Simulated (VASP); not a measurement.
Write the native input for VASP 6.6.1 that does the following.

| Quantity | Value |
| --- | --- |
| Task | single point |
| Functional | PBE |
| Potentials or basis | VASP PAW PBE potentials, release 64 (Ti_sv, Si) |
| Cutoff | 520 eV |
| k mesh | 6 × 6 × 6 |
| Occupations | gaussian, width 0.1 eV |
| Spin | no spin polarisation |
| Dipole correction | no |
| Further INCAR settings | ALGO = Normal; EDIFF = 1e-07; NBANDS = 17 |

The structure of TiSi2 lies in POSCAR:

```
TiSi2
1.0
   -1.4728720000      1.7121300000      4.2120830000
    1.4728720000     -1.7121300000      4.2120830000
    1.4728720000      1.7121300000     -4.2120830000
Ti Si
1 2
Direct
    0.0000000000      0.0000000000      0.0000000000
    0.3299220000      0.3299220000      0.0000000000
    0.6700780000      0.6700780000      0.0000000000
```

One way to write it, as run:

INCAR

```
PREC = Accurate
ENCUT = 520
EDIFF = 1E-7
ISMEAR = 0
SIGMA = 0.1
LREAL = F
LASPH = T
NELM = 80
ALGO = Normal
ISIF = 2
LWAVE = F
LCHARG = F
GGA = PE
NBANDS = 17
```

KPOINTS

```
regular mesh
0
Gamma
  6 6 6
```

Potentials or basis: VASP PAW PBE potentials, release 64 (Ti_sv, Si).

The run is started by

```bash
$ cat potpaw_PBE.64/Ti_sv/POTCAR potpaw_PBE.64/Si/POTCAR > POTCAR
$ mpirun -np 1 vasp_std > vasp.out
```

It gave:

| Quantity | Value |
| --- | --- |
| Pressure | 0.4 GPa |
| Largest force | 0.172 eV/Å |
| Band gap on the k mesh | zero (band 10 reaches 11.28 eV, above the bottom of band 11 at 9.17 eV) |

Caveat: the k points lie up to 0.47 Å⁻¹ apart.

It took 82 s on 1 thread of Intel Xeon 8259CL, on a shared host, peak memory 0.21 GiB.
